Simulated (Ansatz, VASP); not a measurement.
## One calculation of InGa3P4, two programs

```
In Ga P
1.0
     5.44337    0.00000    0.00000
     0.00000    5.44337    0.00000
     0.00000    0.00000    5.44337
In Ga P
1 3 4
Direct
  0.50000 0.50000 0.50000
  0.00000 0.00000 0.50000
  0.50000 0.00000 0.00000
  0.00000 0.50000 0.00000
  0.50000 0.50000 0.00000
  0.00000 0.50000 0.50000
  0.50000 0.00000 0.50000
  0.00000 0.00000 0.00000
```

Alike in both runs: task single point; functional PBE; k mesh 4 × 4 × 4; occupations gaussian, width 0.1 eV; no spin polarisation.

|  | VASP | Ansatz |
| --- | --- | --- |
| version | VASP 6.6.1 | Ansatz 0.2.0 |
| potentials or method | VASP PAW PBE potentials, release 64 (In_d, Ga_d, P), cutoff 520 eV | scalar-relativistic, plane waves, PAW |
| valence electrons in the cell | 72 | 72 |

```csv
,VASP,Ansatz,Ansatz less VASP
gap on the k mesh at the Fermi level (eV),none,none,-
pressure (GPa),-6.0,-6.0,-0.02
```

A gap of «none» marks a metal or a gap that the smearing closes.
